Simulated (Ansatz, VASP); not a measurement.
WC: VASP beside Ansatz

```
W C
1.0
     2.87150    0.00000    0.00000
    -1.43575    2.48679    0.00000
     0.00000    0.00000    2.82900
W C
1 1
Direct
  0.00000 0.00000 0.00000
  0.66667 0.33333 0.50000
```

Change from the starting cell: equal xx and yy strain of -1 %.

Alike in both runs: task single point; functional PBEsol; k mesh 13 × 13 × 12; occupations fermi-dirac, width 0.05 eV; no spin polarisation.

|  | VASP | Ansatz |
| --- | --- | --- |
| version | VASP 6.6.1 | Ansatz 0.2.0 |
| potentials or method | VASP PAW PBE potentials, release 64 (W_sv, C), cutoff 520 eV | all-electron LAPW, scalar-relativistic |

```csv
,VASP,Ansatz,Ansatz less VASP
pressure (GPa),8.7,7.3,-1.38
"traceless stress, the component that is largest in VASP (GPa)",-4.35,-4.59,-0.245
```

VASP's potentials were made for PBE, not for PBEsol. Ansatz ran all-electron here, and VASP with PAW potentials.

Spin-orbit coupling is off throughout.
